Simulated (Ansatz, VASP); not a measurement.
## One calculation of AlIn2As3, two programs

```
CELL_PARAMETERS angstrom
-2.13605 2.13605 9.00962
2.13605 -2.13605 9.00962
2.13605 2.13605 -9.00962
ATOMIC_POSITIONS crystal
Al 0.00000 0.00000 0.00000
In 0.66238 0.66238 0.00000
In 0.33762 0.33762 0.00000
As 0.42622 0.92622 0.50000
As 0.07378 0.57378 0.50000
As 0.75000 0.25000 0.50000
```

Alike in both runs: functional PBE; k mesh 5 × 5 × 5; occupations gaussian, width 0.2 eV; no spin polarisation.

Ansatz relaxed the structure, and its values are those at the end. VASP's run is a single point on that final structure, the one shown.

```csv
,VASP,Ansatz
version,VASP 6.6.1,Ansatz 0.2.0
potentials or method,"VASP PAW PBE potentials, release 64 (Al, In_d, As), cutoff 500 eV","scalar-relativistic, plane waves, PAW"
valence electrons in the cell,44,74
```

Ansatz gave:

| Property | Result |
| --- | --- |
| gap on the k mesh at the Fermi level (eV) | none |
| pressure (GPa) | 0.0 |
| rms of the force components (eV/Å) | 0.007 |

Question: What did VASP give for the same quantities?

Answer: gap on the k mesh at the Fermi level (eV): none; pressure (GPa): 0.0; rms of the force components (eV/Å): 0.008.

A gap of «none» marks a metal or a gap that the smearing closes. VASP's potentials hold 44 valence electrons a cell and Ansatz's 74, so a difference there can come from the potentials and not from the codes.

The k mesh is coarse, so the values compare programs but aren't converged.
